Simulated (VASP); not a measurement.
Set up this calculation in VASP 6.6.1, as the native input.

| Quantity | Value |
| --- | --- |
| Task | single point |
| Functional | PBE |
| Dispersion | D3(BJ) |
| Potentials or basis | VASP PAW PBE potentials, release 64 (B, N) |
| Cutoff | 520 eV |
| k mesh | 12 × 12 × 4 |
| Occupations | gaussian, width 0.05 eV |
| Spin | no spin polarisation |
| Dipole correction | no |
| Further INCAR settings | ALGO = Normal; EDIFF = 1e-06; NBANDS = 16 |

The structure of BN lies in POSCAR:

```
BN
1.0
    2.5061233057      0.0000000000      0.0000000000
   -1.2530616528      2.1703664477      0.0000000000
    0.0000000000      0.0000000000      6.5973571420
B N
2 2
Direct
   -0.0442321619     -0.0884643237      0.4417948746
    0.3333333333      0.6666666667      0.0000000000
    0.0000000000      0.0000000000      0.0000000000
    0.6666666667      0.3333333333      0.5000000000
```

This cell differs from its parent crystal: atom 1 (B) moved by -0.192 Å along [1 2 0] and -0.384 Å along [0 0 1].

One way to write it, as run:

INCAR

```
SYSTEM = BN
PREC = Accurate
ENCUT = 520
EDIFF = 1E-6
ISMEAR = 0
SIGMA = 0.05
LREAL = .False.
LASPH = .True.
NELM = 100
ALGO = Normal
ISIF = 2
LWAVE = .False.
LCHARG = .True.
GGA = PE
IVDW = 12
LELF = .True.
LVHAR = .True.
NBANDS = 16
```

KPOINTS

```
regular mesh
0
Gamma
  12 12 4
  0 0 0
```

Potentials or basis: VASP PAW PBE potentials, release 64 (B, N).

The run is started by

```bash
$ cat potpaw_PBE.64/B/POTCAR potpaw_PBE.64/N/POTCAR > POTCAR
$ mpirun -np 1 vasp_std > vasp.out
```

Results of the run:

The pressure is 2.5 GPa and the largest force is 8.748 eV/Å. The band gap on the k mesh is 1.53 eV, indirect (least direct gap 2.37 eV) and the dispersion energy per atom is -0.143 eV.

Caveat: the cell differs from its parent crystal (atom 1 (B) moved by -0.192 Å along [1 2 0] and -0.384 Å along [0 0 1]); forces of over 1 eV/Å act on the atoms, so gaps and moduli don't describe the material at rest.

Wall time 50 s on 1 thread of AMD EPYC 9R45 96-Core Processor (Zen 5) (shared host), peak memory 0.18 GiB.
